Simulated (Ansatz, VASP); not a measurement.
**CaO: VASP beside Ansatz**

File INCAR:

```
SYSTEM = CaO
PREC = Accurate
ENCUT = 600
EDIFF = 1E-6
ISMEAR = 0
SIGMA = 0.1
LREAL = .False.
LASPH = .True.
NELM = 100
ALGO = Normal
ISIF = 3
LWAVE = .False.
LCHARG = .False.
IBRION = 2
NSW = 100
EDIFFG = -0.05
```

File KPOINTS:

```
Automatic mesh
0
Gamma
  8 8 8
  0 0 0
```

Contents of POSCAR:

```
CaO
1.0
    0.0000000000      2.4535000000      2.4535000000
    2.4535000000      0.0000000000      2.4535000000
    2.4535000000      2.4535000000      0.0000000000
Ca O
1 1
Direct
    0.0000000000      0.0000000000      0.0000000000
    0.5000000000      0.5000000000      0.5000000000
```

Input for Ansatz:

```yaml
crystal:
  lattice:
    - [0.0, 2.4535, 2.4535]
    - [2.4535, 0.0, 2.4535]
    - [2.4535, 2.4535, 0.0]
  atoms:
    - { symbol: Ca, position: [0.0, 0.0, 0.0] }
    - { symbol: O, position: [0.5, 0.5, 0.5] }
basis:
  ecutwfc: 600.0
kpoints:
  mp_grid: { grid: [8, 8, 8] }
hamiltonian:
  xc: lda
  pseudopotentials: { kind: paw, azcp: { folder: soft_1 } }
scf:
  occupations: { method: gaussian, width: 0.1 }
output:
  forces: true
  stress: true
  eigenvalues: true
relax:
  adjacent_minimum: "off"
  f_tol: 0.05
  max_steps: 80
  cell: { stress_tol: 0.5 }
```

Alike in both runs: task relaxation of cell and atoms; functional LDA; k mesh 8 × 8 × 8; occupations gaussian, width 0.1 eV; no spin polarisation.

```csv
,VASP,Ansatz
version,VASP 6.6.1,Ansatz 0.2.0
potentials or method,"VASP PAW LDA potentials, release 64 (Ca_sv, O), cutoff 600 eV","scalar-relativistic, plane waves, PAW"
valence electrons in the cell,16,16
```

|  | VASP | Ansatz | Ansatz less VASP |
| --- | --- | --- | --- |
| gap on the k mesh at the Fermi level, each at its own relaxed structure (eV) | 3.43 | 3.45 | +0.023 |
| relaxed volume (Å³/atom) | 13.12 | 13.04 | -0.079 |
| relaxed length of the cell vector where the two differ most in proportion (Å) | 3.336 | 3.329 | -0.0067 |

Ansatz warns that its potentials were made for another functional, while VASP's fit it. LDA's correlation is that of Perdew and Zunger in VASP and of Perdew and Wang (1992) in Ansatz.
